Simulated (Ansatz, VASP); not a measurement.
## CdS in VASP and in Ansatz

File INCAR:

```
ALGO = Normal
EDIFF = 1E-6
ENCUT = 520
GGA = PE
ISIF = 2
ISMEAR = 0
LASPH = T
LCHARG = F
LREAL = F
LWAVE = F
NBANDS = 26
NELM = 60
PREC = Accurate
SIGMA = 0.02
```

File KPOINTS:

```
k-points
0
Gamma
  6 6 4
```

The input POSCAR:

```
CdS
1.0
    4.1969590941      0.0000000000      0.0000000000
   -2.0984795471      3.6346731942      0.0000000000
    0.0000000000      0.0000000000      6.8279106831
Cd S
2 2
Direct
    0.3333333333      0.6666666667     -0.0008015557
    0.6666666667      0.3333333333      0.4991984443
    0.3333333333      0.6666666667      0.3758015557
    0.6666666667      0.3333333333      0.8758015557
```

Input for Ansatz:

```yaml
crystal:
  lattice:
    - [4.1969590873, 0.0, 0.0]
    - [-2.0984795437, 3.6346731883, 0.0]
    - [0.0, 0.0, 6.8279106676]
  atoms:
    - { symbol: Cd, position: [0.3333333333, 0.6666666667, -0.0008015542] }
    - { symbol: Cd, position: [0.6666666667, 0.3333333333, 0.4991984458] }
    - { symbol: S, position: [0.3333333333, 0.6666666667, 0.3758015542] }
    - { symbol: S, position: [0.6666666667, 0.3333333333, 0.8758015542] }
basis:
  ecutwfc: 420
kpoints:
  mp_grid: { grid: [6, 6, 4] }
hamiltonian:
  xc: pbe
scf:
  occupations: { method: gaussian, width: 0.02 }
output:
  forces: false
  stress: false
  eigenvalues: true
  eigenstates:
    kpoints:
      - [0.0, 0.0, 0.0]
      - [0.013359336, -0.006679668, 0.0]
      - [-0.013359336, 0.006679668, 0.0]
      - [0.0, 0.011569524, 0.0]
      - [0.0, -0.011569524, 0.0]
      - [0.0, 0.0, 0.021733915]
      - [0.0, 0.0, -0.021733915]
      - [0.009446477, 0.003457651, 0.0]
      - [-0.009446477, -0.003457651, 0.0]
      - [0.009446477, -0.004723238, 0.015368198]
      - [-0.009446477, 0.004723238, -0.015368198]
      - [0.0, 0.008180889, 0.015368198]
      - [0.0, -0.008180889, -0.015368198]
      - [0.007713016, 0.00282316, 0.012548081]
      - [-0.007713016, -0.00282316, -0.012548081]
      - [0.0, 0.0, 0.0]
      - [0.013359336, -0.006679668, 0.0]
      - [-0.013359336, 0.006679668, 0.0]
      - [0.0, 0.011569524, 0.0]
      - [0.0, -0.011569524, 0.0]
      - [0.0, 0.0, 0.021733915]
      - [0.0, 0.0, -0.021733915]
      - [0.009446477, 0.003457651, 0.0]
      - [-0.009446477, -0.003457651, 0.0]
      - [0.009446477, -0.004723238, 0.015368198]
      - [-0.009446477, 0.004723238, -0.015368198]
      - [0.0, 0.008180889, 0.015368198]
      - [0.0, -0.008180889, -0.015368198]
      - [0.007713016, 0.00282316, 0.012548081]
      - [-0.007713016, -0.00282316, -0.012548081]
    e_range: [-2.611665, 2.611665]
checkpoint:
  read: start.run
  write: ck
  compress: false
  write_wavefunctions: false
  write_every: 100000
```

Alike in both runs: task single point; functional PBE; k mesh 6 × 6 × 4; occupations gaussian, width 0.02 eV; no spin polarisation.

|  | VASP | Ansatz |
| --- | --- | --- |
| version | VASP 6.6.1 | Ansatz 0.2.0 |
| potentials or method | VASP PAW PBE potentials, release 64 (Cd, S), cutoff 520 eV | scalar-relativistic, plane waves, PAW |
| valence electrons in the cell | 36 | 52 |

```csv
,VASP,Ansatz,Ansatz less VASP
gap on the k mesh at the Fermi level (eV),1.11,1.11,-0.001
least direct gap on the mesh (eV),1.11,1.11,-0.001
```

VASP's potentials hold 36 valence electrons a cell and Ansatz's 52, so a difference there can come from the potentials and not from the codes.
